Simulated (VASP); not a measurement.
**Yb: single point with LDA**

The system is Yb.

```
Yb
1.0
     0.00000    2.45846    2.45846
     2.45846    0.00000    2.45846
     2.45846    2.45846    0.00000
Yb
1
Direct
  0.00000 0.00000 0.00000
```

```json
{"Program": "VASP 6.6.1", "Task": "single point", "Functional": "LDA", "Potentials or basis": "VASP PAW PBE potentials, release 64 (Yb)", "Cutoff": "600 eV", "k mesh": "12 × 12 × 12", "Occupations": "fermi-dirac, width 0.136057 eV", "Spin": "no spin polarisation", "Dipole correction": "no", "Further INCAR settings": "ALGO = Normal; EDIFF = 1e-06; NBANDS = 18"}
```

The pressure is 0.4 GPa. The band gap on the k mesh is zero (band 12 reaches 1.89 eV, above the bottom of band 13 at 1.60 eV).

Levels at points of the mesh, in eV from the Fermi level:
| k point | band 9 | band 10 | band 11 | band 12 | band 13 | band 14 | band 15 | band 16 |
| --- | --- | --- | --- | --- | --- | --- | --- | --- |
| (0.00, 0.00, 0.00) | -0.69 | -0.54 | -0.54 | -0.54 | 2.90 | 2.90 | 2.90 | 5.45 |
| (0.50, 0.00, 0.00) | -0.67 | -0.57 | -0.57 | -0.54 | 1.00 | 2.65 | 2.65 | 7.37 |
| (0.50, 0.50, 0.00) | -0.66 | -0.60 | -0.59 | -0.59 | -0.31 | 2.62 | 7.40 | 7.96 |

It took 44 s on 1 thread of AMD EPYC 9R45 (Zen 5), with other jobs on the host, peak memory 0.16 GiB.

Caveat: the PAW data sets were made with another functional, which shifts forces and pressure a little; spin-orbit coupling is left out, which moves the levels of the heavy elements. Spin polarisation is off, so any magnetic state and its effect on volume and gap are missing.
